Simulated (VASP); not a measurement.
Write the native input for VASP 6.6.1 that does the following.

```
Task                   : relaxation of cell and atoms
Functional             : PBE
Potentials or basis    : VASP PAW PBE potentials, release 64 (Ta_pv, N)
Cutoff                 : 600 eV
k mesh                 : 16 × 16 × 16
Occupations            : gaussian, width 0.1 eV
Spin                   : no spin polarisation
Target pressure        : 50 GPa
Dipole correction      : no
Further INCAR settings : ALGO = Normal; EDIFF = 1e-07; IBRION = 2; EDIFFG = -0.008; NSW = 70; ISIF = 3
```

The structure of TaN lies in POSCAR:

```
TaN
1.0
    0.0000000000      2.1219374554      2.1219374554
    2.1219374554      0.0000000000      2.1219374554
    2.1219374554      2.1219374554      0.0000000000
Ta N
1 1
Direct
    0.5000000000      0.5000000000      0.5000000000
    0.0000000000      0.0000000000      0.0000000000
```

One way to write it, as run:

INCAR

```
PREC = Accurate ; ENCUT = 600
EDIFF = 1E-7 ; ISMEAR = 0
SIGMA = 0.1 ; LREAL = F
LASPH = T ; NELM = 100
ALGO = Normal ; ISIF = 3
LWAVE = F ; LCHARG = F
GGA = PE ; IBRION = 2
NSW = 70 ; EDIFFG = -0.008
PSTRESS = 500.0
```

KPOINTS

```
regular mesh
0
Gamma
  16 16 16
```

Potentials or basis: VASP PAW PBE potentials, release 64 (Ta_pv, N).

Launch:

```sh
$ cat potpaw_PBE.64/Ta_pv/POTCAR potpaw_PBE.64/N/POTCAR > POTCAR
$ mpirun -np 1 vasp_std > vasp.out
```

It gave:

```yaml
Relaxed_volume: 9.61 Å³/atom
Relaxed_cell: a = 3.006 Å, b = 3.006 Å, c = 3.006 Å, α = 60.00°, β = 60.00°, γ = 60.00°
Space_group_after_relaxing_to_0.05_Å: Fm-3m (No. 225)
Energy_change_on_relaxing_the_enthalpy_is_what_falls: -17.2 meV/atom
Ionic_steps: 3
Pressure_after_relaxing: 50.0 GPa
Band_gap_on_the_k_mesh: zero (band 8 reaches 12.97 eV, above the bottom of band 9 at 8.33 eV)
```

Caveat: the cell is relaxed towards a set pressure, so the enthalpy falls and the energy may rise; spin-orbit coupling is left out, which moves the levels of the heavy elements.

Wall time 58 s on 1 thread of Intel(R) Xeon(R) 6975P-C (Granite Rapids) (shared host), peak memory 0.18 GiB.
